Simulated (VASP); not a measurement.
# DyC3 (P-1) in VASP: a series of runs, part 2 of 2

VASP 6.6.1. The steps go on from the part before.

### 3 Relaxation of cell and atoms, PBE

This run uses another cell than the first one: it holds 4 atoms, not 8.

INCAR reads:

```
SYSTEM = DyC3
PREC     = Accurate       ! precision mode
ENCUT    = 600            ! plane-wave cutoff, eV
EDIFF    = 1E-7           ! SCF threshold, eV
ISMEAR   = 0              ! smearing method
SIGMA    = 0.2            ! smearing width, eV
LREAL    = .FALSE.        ! projectors in reciprocal space
LASPH    = .TRUE.         ! aspherical terms in the spheres
NELM     = 200            ! most SCF steps
ALGO     = Normal         ! electronic algorithm
ISIF     = 3              ! what is computed and relaxed
LWAVE    = .FALSE.        ! write WAVECAR
LCHARG   = .FALSE.        ! write CHGCAR
GGA      = PE             ! functional
IBRION   = 2              ! ionic algorithm
NSW      = 36             ! ionic steps
EDIFFG   = -0.08          ! ionic threshold
GGA_COMPAT= .FALSE.      
NELMIN   = 4            
LMAXMIX  = 6              ! l up to which the mixer works
```

KPOINTS reads:

```
Automatic mesh
0
G
  6 5 5
  0 0 0
```

POSCAR reads:

```
DyC3
1.0
    3.6126508300      0.0000000000      0.0000000000
   -1.0003837400      3.9489342900      0.0000000000
   -1.7393391900     -1.6330467000      4.3183356800
Dy C
1 3
Direct
    0.5000000000      0.5000000000      0.0000000000
    0.8899344600      0.2002934800      0.5994384400
    0.1100655400      0.7997065200      0.4005615600
    0.5000000000      0.5000000000      0.5000000000
```

Potentials or basis: VASP PAW PBE potentials, release 64 (Dy_3, C), 4f in core.

On the command line:

```bash
$ cat potpaw_PBE.64/Dy_3/POTCAR potpaw_PBE.64/C/POTCAR > POTCAR
$ mpirun -np 1 vasp_std > vasp.out
```

OUTCAR:

```text
SYSTEM = DyC3
   PREC = Accurate
   ENCUT = 600
   EDIFF = 1E-7
   ISMEAR = 0
   LREAL = .FALSE.
   LASPH = .TRUE.
   NELM = 200
   ISIF = 3
   GGA = PE
   IBRION = 2
   NSW = 36
   EDIFFG = -0.08
   NELMIN = 4

 ion  position               nearest neighbor table
   1  0.500  0.500  0.000-   3 2.17   2 2.17   4 2.47   4 2.47
   2  0.890  0.200  0.599-   1 2.17
   3  0.110  0.800  0.401-   1 2.17
   4  0.500  0.500  0.500-   1 2.47   1 2.47

  LATTYP: Found a triclinic cell.
 ALAT       =     4.0736776571
 B/A-ratio  =     1.8680934609
 C/A-ratio  =     0.8868278578
 COS(alpha) =     0.0167484445
 COS(beta)  =     0.2455726310
 COS(gamma) =     0.8021383559

  Lattice vectors:

[... 712 lines left out ...]

[... ionic steps 4 to 25 ...]

--------------------------------------- Ionic step       26  -------------------------------------------

 number of electron      21.0000000 magnetization

------------------------ aborting loop because EDIFF is reached ----------------------------------------
[... 71 lines left out ...]
--------------------------------------- Ionic step       28  -------------------------------------------

 number of electron      21.0000000 magnetization

 Free energy of the ion-electron system (eV)
  ---------------------------------------------------
  ext. energy  EPLUGINS =         0.00000000
  ---------------------------------------------------
  free energy    TOTEN  =       -31.30590625 eV

  energy without entropy =      -31.27371373  energy(sigma->0) =      -31.28980999

 E-fermi :   5.8357     XC(G=0): -11.0644

 val. band max:        5.8353614817   @ k =  -0.1667   0.2000   0.0000
 cond. band min:       5.8414230059   @ k =   0.3333   0.2000   0.0000
 fundamental gap:      0.0060615242
 Fermi energy:         5.8356965820

 k-point     1 :       0.0000    0.0000    0.0000
  band No.  band energies     occupation
      1     -18.0126      2.00000
      2     -17.7839      2.00000
      3     -17.6809      2.00000
      4     -11.9155      2.00000
      5      -6.2939      2.00000
      6      -4.4230      2.00000
      7       0.1443      2.00000
      8       0.6853      2.00000
      9       1.5038      2.00000
     10       4.1527      2.00000
     11       5.7910      1.24806
     12       6.2997      0.00104
     13       7.2845      0.00000
     14       8.1387      0.00000
[... 422 lines left out ...]
  FREE ENERGIE OF THE ION-ELECTRON SYSTEM (eV)
  ---------------------------------------------------
  free  energy   TOTEN  =       -31.3059062542 eV

  energy  without entropy=      -31.2737137302  energy(sigma->0) =      -31.28980999

 reached required accuracy - stopping structural energy minimisation
```

OSZICAR:

```text
N       E                     dE             d eps       ncg     rms          rms(c)
DAV:   1     0.109550777103E+03    0.10955E+03   -0.10419E+04  2128   0.148E+03
DAV:   2    -0.702161173220E+01   -0.11657E+03   -0.11380E+03  2312   0.366E+02
DAV:   3    -0.219771910555E+02   -0.14956E+02   -0.14506E+02  3272   0.769E+01
[... 307 lines left out ...]
DAV:   3    -0.313059221009E+02    0.18768E-03   -0.55768E-04  2890   0.184E-01    0.322E-02
DAV:   4    -0.313059088501E+02    0.13251E-04   -0.11487E-04  2956   0.857E-02    0.166E-02
DAV:   5    -0.313059065753E+02    0.22749E-05   -0.11688E-05  2968   0.299E-02    0.754E-03
DAV:   6    -0.313059063529E+02    0.22238E-06   -0.18432E-06  2910   0.106E-02    0.233E-03
DAV:   7    -0.313059062542E+02    0.98690E-07   -0.18294E-07  2126   0.344E-03
  28 F= -.31305906E+02 E0= -.31289810E+02  d E =-.823577E-03
```

Run time: 21 min. Hardware: 1 thread of Intel Xeon Platinum 8488C (Sapphire Rapids), shared host; peak memory 0.27 GiB.

What came out:

- Free energy: -31.3059 eV
- Relaxed volume: 12.01 Å³/atom
- Relaxed cell: a = 3.705 Å, b = 3.889 Å, c = 4.848 Å, α = 127.63°, β = 107.38°, γ = 60.33°
- Space group after relaxing (to 0.1 Å): P-1 (No. 2)
- Energy gained by relaxing: 2404.8 meV/atom
- Ionic steps: 28
- Pressure after relaxing: -0.1 GPa
- Largest force after relaxing: 0.024 eV/Å
- Band gap on the k mesh: zero (an odd number of electrons rules out a gap without spin polarisation)

Forces in eV/Å, atoms in the order of the input:
```
Dy   0.000  0.000  0.000
C   -0.015 -0.012 -0.015
C    0.015  0.012  0.015
C    0.000  0.000  0.000
```

Stress tensor (GPa, compression positive):
```
-0.12 -0.05 -0.08
-0.05 -0.23  0.24
-0.08  0.24  0.10
```

The path:
| step | energy change (eV) | largest force (eV/Å) | pressure (GPa) | volume (Å³) |
| --- | --- | --- | --- | --- |
| 1 | 0.0000 | 3.5070 | -6.91 | 61.61 |
| 2 | -2.5026 | 0.9781 | -14.66 | 55.18 |
| 3 | -3.6725 | 0.6003 | -9.46 | 49.78 |
| 4 | -2.6901 | 11.8089 | 82.25 | 37.71 |
| 5 | -3.9739 | 0.7088 | -5.14 | 47.84 |
| 6 | -4.4523 | 3.2240 | 20.57 | 42.91 |
| 7 | -5.3919 | 6.6828 | 33.37 | 42.78 |
| 8 | -5.4042 | 7.5527 | 36.95 | 42.70 |
| 9 | -6.8355 | 2.9891 | 21.64 | 45.89 |
| 10 | -7.0263 | 6.0612 | 14.62 | 49.13 |
| 11 | -7.0942 | 4.3396 | 15.96 | 48.27 |
| 12 | -7.6764 | 2.3693 | 1.59 | 51.88 |
| 13 | -7.8061 | 2.3032 | -6.51 | 54.69 |
| 14 | -8.1087 | 1.8169 | -7.12 | 54.81 |
| 15 | -8.7760 | 0.9771 | -8.38 | 54.95 |
| 16 | -9.0488 | 1.6339 | -10.29 | 54.14 |
| 17 | -9.1037 | 1.0814 | -9.30 | 54.65 |
| 18 | -9.3952 | 0.9852 | -2.30 | 50.84 |
| 19 | -9.4670 | 1.3651 | 3.91 | 48.43 |
| 20 | -9.5354 | 1.0448 | 0.47 | 47.19 |
| 21 | -9.5583 | 0.4685 | 1.29 | 47.61 |
| 22 | -9.5918 | 0.2594 | 0.44 | 47.77 |
| 23 | -9.6077 | 0.2667 | -0.44 | 47.97 |
| 24 | -9.6158 | 0.1306 | 0.43 | 47.88 |
| 25 | -9.6167 | 0.0656 | 0.85 | 47.83 |
| 26 | -9.6177 | 0.2616 | -0.48 | 48.08 |
| 27 | -9.6182 | 0.1444 | 0.00 | 47.99 |
| 28 | -9.6191 | 0.0240 | -0.08 | 48.05 |

Final structure:
```cif
data_structure
_symmetry_space_group_name_H-M 'P 1'
_symmetry_Int_Tables_number 1
_cell_length_a 3.7046
_cell_length_b 3.8886
_cell_length_c 4.8478
_cell_angle_alpha 127.631
_cell_angle_beta 107.379
_cell_angle_gamma 60.328
_cell_volume 48.05
loop_
_atom_site_label
_atom_site_type_symbol
_atom_site_fract_x
_atom_site_fract_y
_atom_site_fract_z
_atom_site_occupancy
Dy1 Dy 0.50000 0.50000 0.00000 1
C1 C 0.83851 0.07668 0.38637 1
C2 C 0.16149 0.92332 0.61363 1
C3 C 0.50000 0.50000 0.50000 1
```

Caveat: the volume moved by over 15 % at a fixed basis, so the end points are rough; spin-orbit coupling is left out, which moves the levels of the heavy elements; the 4f electrons are frozen in the core, so they carry no moment and show no levels; an odd number of electrons without spin polarisation forces a metal; a magnetic or distorted state may lie lower.
